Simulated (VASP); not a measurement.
# Nd3H (Im-3m) in VASP: single point with PBE

Aim: the single point of Nd3H with PBE.

All numbers are computed with VASP 6.6.1; they aren't measurements. Logs are shortened: lines on timing, memory, paths and dates and some standing lists are left out, and cuts for length are marked.

## (1) The cell of the first run

Symmetry: Im-3m, No. 229, cubic system. The conventional cell has a = 6.087 Å, b = 6.087 Å, c = 6.087 Å, α = 90.00°, β = 90.00°, γ = 90.00°. Within 4.0 Å of Nd (site symmetry 4/mmm) lie 4 Nd at 3.04 Å and 2 H at 3.04 Å. Within 4.0 Å of H (site symmetry m-3m) lie 6 Nd at 3.04 Å.

## (2) Single point, PBE

The input, INCAR:

```
PREC = Accurate
ENCUT = 520
EDIFF = 1E-6
ISMEAR = 0
SIGMA = 0.1
LREAL = False
LASPH = True
NELM = 80
ALGO = Normal
ISIF = 2
LWAVE = False
LCHARG = False
GGA = PE
NBANDS = 30
```

The input, KPOINTS:

```
Automatic mesh
0
Gamma
  4 4 4
```

The input, POSCAR:

```
Nd3H
1.0
   -3.0432876200      3.0432876200      3.0432876200
    3.0432876200     -3.0432876200      3.0432876200
    3.0432876200      3.0432876200     -3.0432876200
Nd H
3 1
Direct
    0.0000000000      0.5000000000      0.5000000000
    0.5000000000      0.0000000000      0.5000000000
    0.5000000000      0.5000000000      0.0000000000
    0.0000000000      0.0000000000      0.0000000000
```

Potentials or basis: VASP PAW PBE potentials, release 64 (Nd, H).

Launch:

```console
cat potpaw_PBE.64/Nd/POTCAR potpaw_PBE.64/H/POTCAR > POTCAR
mpirun -np 1 vasp_std > vasp.out
```

OUTCAR:

```text
PREC = Accurate
   ENCUT = 520
   EDIFF = 1E-6
   ISMEAR = 0
   LREAL = False
   LASPH = True
   NELM = 80
   ISIF = 2
   GGA = PE

 ion  position               nearest neighbor table
   1  0.000  0.500  0.500-   2 3.04   3 3.04   3 3.04   2 3.04
   2  0.500  0.000  0.500-   1 3.04   3 3.04   3 3.04   1 3.04
   3  0.500  0.500  0.000-   1 3.04   2 3.04   2 3.04   1 3.04
   4  0.000  0.000  0.000-

  LATTYP: Found a body centered cubic cell.
 ALAT       =     6.0865752400

  Lattice vectors:

 A1 = (  -3.0432876200,   3.0432876200,   3.0432876200)
 A2 = (   3.0432876200,  -3.0432876200,   3.0432876200)
 A3 = (   3.0432876200,   3.0432876200,  -3.0432876200)

Analysis of symmetry for initial positions (statically):
=====================================================================
 Subroutine PRICEL returns:
 Original cell was already a primitive cell.

 Routine SETGRP: Setting up the symmetry group for a
 body centered cubic supercell.

 Subroutine GETGRP returns: Found 48 space group operations
 (whereof 48 operations were pure point group operations)
 out of a pool of 48 trial point group operations.

The static configuration has the point symmetry O_h .

Analysis of symmetry for dynamics (positions and initial velocities):
=====================================================================
 Subroutine PRICEL returns:
 Original cell was already a primitive cell.

 Routine SETGRP: Setting up the symmetry group for a
 body centered cubic supercell.

 Subroutine GETGRP returns: Found 48 space group operations
 (whereof 48 operations were pure point group operations)
 out of a pool of 48 trial point group operations.

The dynamic configuration has the point symmetry O_h .

 Subroutine INISYM returns: Found 48 space group operations
 (whereof 48 operations are pure point group operations),
 and found     1 'primitive' translations

----------------------------------------------------------------------------------------

                                     Primitive cell

  volume of cell :     112.7428

  direct lattice vectors                    reciprocal lattice vectors
    -3.043287620  3.043287620  3.043287620     0.000000000  0.164296006  0.164296006
     3.043287620 -3.043287620  3.043287620     0.164296006  0.000000000  0.164296006
[... 69 lines left out ...]
   LASPH  =      T    aspherical Exc in radial PAW
   ENCUT  =  520.0 eV  38.22 Ry    6.18 a.u.   9.80  9.80  9.80*2*pi/ulx,y,z
   NELM   =     80;   NELMIN=  2; NELMDL= -5     # of ELM steps
   EDIFF  = 0.1E-05   stopping-criterion for ELM
   LREAL  =      F    real-space projection
   EDIFFG = 0.1E-04   stopping-criterion for IOM
   NSW    =      0    number of steps for IOM
   IBRION =     -1    ionic relax: 0-MD 1-quasi-New 2-CG
   NFREE  =      0    steps in history (QN), initial steepest desc. (CG)
   ISIF   =      2    stress and relaxation
   ISYM   =      2    0-nonsym 1-usesym 2-fastsym
   POTIM  = 0.5000    time-step for ionic-motion
   TEBEG  =    0.0;   TEEND  =   0.0 temperature during run
   PSTRESS=    0.0 pullay stress
   NELECT =      43.0000    total number of electrons
   NUPDOWN=      -1.0000    fix difference up-down
   EMIN   =  10.00;   EMAX   =-10.00  energy-range for DOS
   EFERMI =   0.00;   METHOD = LEGACY
   ISMEAR =     0;   SIGMA  =   0.10  broadening in eV -4-tet -1-fermi 0-gaus
   EFERMI_NEDOS =   21; number of points for ismear=-14 and -15
   IALGO  =     38    algorithm
   IMIX   =      4    mixing-type and parameters
     AMIX     =   0.40;   BMIX     =  1.00
     AMIX_MAG =   1.60;   BMIX_MAG =  1.00
  volume/ion in A,a.u.               =      28.19       190.21
  Fermi-wavevector in a.u.,A,eV,Ry     =   1.187229  2.243538 19.177598  1.409514
  Thomas-Fermi vector in A             =   2.323385
   LORBIT       =      0    0 simple, 1 ext, 2 COOP (PROOUT), +10 PAW based schemes
   GGA     = PE    functional components
   LHFCALC =     F    Hartree Fock is set to
   AEXX    =    0.0000 exact exchange contribution
   IVDW    =     0    specifies the selected vdW correction
   LEPSILON=     F    determine dielectric tensor
   LRPA    =     F    only Hartree local field effects (RPA)
 non-spin polarized calculation
 Gauss-broadening in eV      SIGMA  =   0.10
  energy-cutoff  :      520.00
  volume of cell :      112.74
 maximum number of plane-waves:      3055
   NGX = 19   NGY = 19   NGZ = 19

 number of electron      43.0000003 magnetization

 Free energy of the ion-electron system (eV)
  ---------------------------------------------------
  ext. energy  EPLUGINS =         0.00000000
  ---------------------------------------------------
  free energy    TOTEN  =       -16.23353217 eV

  energy without entropy =      -15.93799017  energy(sigma->0) =      -16.08576117

 E-fermi :   3.6640     XC(G=0):  -9.5819

 val. band max:        3.6623428986   @ k =   0.5000   0.0000   0.0000
 cond. band min:       3.6689282772   @ k =   0.5000   0.0000   0.0000
 fundamental gap:      0.0065853786
 Fermi energy:         3.6640440244

 k-point     1 :       0.0000    0.0000    0.0000
  band No.  band energies     occupation
      1     -33.5382      2.00000
      2     -33.0422      2.00000
      3     -33.0422      2.00000
      4     -15.7620      2.00000
      5     -15.7620      2.00000
      6     -15.7620      2.00000
[... 253 lines left out ...]
     29       3.8025      0.05018
     30       4.0293      0.00000

------------------------ aborting loop because EDIFF is reached ----------------------------------------

  FORCE on cell =-STRESS in cart. coord.  units (eV):
  Direction    XX          YY          ZZ          XY          YZ          ZX
  --------------------------------------------------------------------------------------
  -------------------------------------------------------------------------------------
  Total       -7.4272541     -7.4272541     -7.4272541      0.0000000      0.0000000     -0.0000000
  in kB     -105.5479676   -105.5479676   -105.5479676      0.0000000      0.0000000     -0.0000000
  external PRESSURE =    -105.5479676 kB  Pullay stress =       0.0000000 kB

 VOLUME and BASIS-vectors are now :
 -----------------------------------------------------------------------------
  energy-cutoff  :      520.00
  volume of cell :      112.74
      direct lattice vectors                 reciprocal lattice vectors
    -3.043287620  3.043287620  3.043287620     0.000000000  0.164296006  0.164296006
     3.043287620 -3.043287620  3.043287620     0.164296006  0.000000000  0.164296006
     3.043287620  3.043287620 -3.043287620     0.164296006  0.164296006  0.000000000

 POSITION                                       TOTAL-FORCE (eV/Angst)
 -----------------------------------------------------------------------------------
      3.04329      0.00000      0.00000         0.000000      0.000000      0.000000
      0.00000      3.04329      0.00000        -0.000000      0.000000     -0.000000
      0.00000      0.00000      3.04329         0.000000      0.000000     -0.000000
      0.00000      0.00000      0.00000        -0.000000     -0.000000      0.000000
 -----------------------------------------------------------------------------------
    total drift:                               -0.000000     -0.000000      0.000000

  FREE ENERGIE OF THE ION-ELECTRON SYSTEM (eV)
  ---------------------------------------------------
  free  energy   TOTEN  =       -16.2335321689 eV

  energy  without entropy=      -15.9379901719  energy(sigma->0) =      -16.08576117
```

OSZICAR:

```text
N       E                     dE             d eps       ncg     rms          rms(c)
DAV:   1     0.602947913470E+03    0.60295E+03   -0.13869E+04   512   0.346E+03
DAV:   2     0.120927252406E+03   -0.48202E+03   -0.47172E+03   696   0.525E+02
DAV:   3     0.372038327549E+01   -0.11721E+03   -0.11506E+03   848   0.344E+02
[... 13 lines left out ...]
DAV:  65    -0.162335334889E+02    0.32949E-06   -0.23083E-05   576   0.533E-02    0.783E-03
DAV:  66    -0.162335328077E+02    0.68120E-06   -0.18692E-05   568   0.482E-02    0.762E-03
DAV:  67    -0.162335325482E+02    0.25946E-06   -0.13573E-05   560   0.446E-02    0.447E-03
DAV:  68    -0.162335322573E+02    0.29093E-06   -0.10427E-05   568   0.395E-02    0.707E-03
DAV:  69    -0.162335321689E+02    0.88444E-07   -0.76176E-06   536   0.359E-02
   1 F= -.16233532E+02 E0= -.16085761E+02  d E =-.295542E+00
```

stdout:

```text
POSCAR found type information on POSCAR NdH
 POSCAR found :  2 types and       4 ions
 scaLAPACK will be used
 LDA part: xc-table for (Slater+PW92), standard interpolation
 POSCAR, INCAR and KPOINTS ok, starting setup
 FFT: planning ... GRIDC
 FFT: planning ... GRID_SOFT
 FFT: planning ... GRID
 WAVECAR not read
 entering main loop
```

Wall time 3.2 min (1 thread of Intel Xeon Platinum 8375C at 2.90GHz (Ice Lake), shared host); peak memory 0.25 GiB.

Results:

```yaml
Free_energy: -16.2335 eV
Pressure: -10.6 GPa
```

Caveat: the k points lie up to 0.36 Å⁻¹ apart; spin-orbit coupling is left out, which moves the levels of the heavy elements; without U or exact exchange the open f shell lies at the Fermi level, which spoils levels, moments and volumes. Spin polarisation is off, so any magnetic state and its effect on volume and gap are missing.
